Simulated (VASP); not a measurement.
Runs of VASP 6.6.1 on BiTe. The structure is that of space group Fm-3m (No. 225), or close to it. The cells are those of the table. 

```tsv
task	cell	k mesh	cutoff (eV)	smearing	gap on the mesh (eV)	pressure (GPa)
single point	a = 4.521 Å, angles 60.0°, 2 atoms	12 × 12 × 12	520	gaussian 0.1 eV	none	0.0
single point	a = 4.410 Å, angles 60.0°, 2 atoms	12 × 12 × 12	520	tetrahedron	none	(a)
single point	a = 4.333 Å, angles 60.0°, 2 atoms	12 × 12 × 12	520	gaussian 0.1 eV	none	9.4
single point	a = 4.575 Å, angles 60.0°, 2 atoms	12 × 12 × 12	520	gaussian 0.1 eV	none	-1.8
relaxation of cell and atoms	relaxed from a = 4.521 Å, angles 60.0°, 2 atoms	12 × 12 × 12	600	fermi-dirac 0.15 eV	none	0.0
single point	a = 4.410 Å, angles 60.0°, 2 atoms	12 × 12 × 12	520	fermi-dirac 0.15 eV	none	5.0
single point	a = 4.496 Å, angles 60.0°, 2 atoms	12 × 12 × 12	520	fermi-dirac 0.15 eV	none	(b)
```

Alike in all rows: level PBEsol; potentials or basis VASP PAW PBE potentials, release 64 (Bi_d, Te); no spin polarisation.

Question: Fill in the values left out.

Answer: (a) 5.2; (b) 1.1.

Caveats: the PAW data sets were made with another functional, which shifts forces and pressure a little; spin-orbit coupling is left out, which moves the levels of the heavy elements.

A k mesh can miss the band edges, and the runs leave out spin-orbit coupling on Bi, Te.

A gap of «none» marks levels without a gap at the run's occupations.
